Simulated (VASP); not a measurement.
Rb: single point with PBEsol

Crystal: Rb.

```
Rb
1.0
     3.67588    0.00000    0.00000
    -1.83794    3.18340    0.00000
     0.00000    0.00000    5.95492
Rb
2
Direct
  0.33333 0.66667 0.25000
  0.66667 0.33333 0.75000
```

This isn't the form of Rb at room conditions, which is bcc.

```
Program             : VASP 6.6.1
Task                : single point
Functional          : PBEsol
Potentials or basis : VASP PAW PBE potentials, release 64 (Rb_sv)
Cutoff              : 520 eV
k mesh              : 10 × 10 × 6
Occupations         : fermi-dirac, width 0.05 eV
Spin                : no spin polarisation
```

```json
{"Pressure": "11.6 GPa", "Band gap on the k mesh": "zero (bands 9 and 10 overlap by 2.19 eV)"}
```

Stress tensor (GPa, compression positive):
```
11.42  0.00  0.00
 0.00 11.42  0.00
 0.00  0.00 11.87
```

Levels at points of the mesh, in eV from the Fermi level:
| k point | band 7 | band 8 | band 9 | band 10 | band 11 | band 12 |
| --- | --- | --- | --- | --- | --- | --- |
| (0.00, 0.00, 0.00) | -12.57 | -12.55 | -3.10 | -0.49 | 2.79 | 3.85 |
| (0.50, 0.00, 0.00) | -12.94 | -12.75 | -0.01 | 0.04 | 0.30 | 2.15 |
| (0.00, 0.00, 0.50) | -12.67 | -12.67 | -1.49 | -1.49 | 2.64 | 2.64 |
| (0.50, 0.00, 0.50) | -12.94 | -12.94 | -0.44 | -0.44 | 1.70 | 1.70 |

Run time: 40 s on 1 thread of Intel(R) Xeon(R) Platinum 8259CL CPU @ 2.50GHz (Skylake/Cascade Lake) (shared host), peak memory 0.2 GiB.

Caveat: the cell stands under pressure; the PAW data sets were made with another functional, which shifts forces and pressure a little.
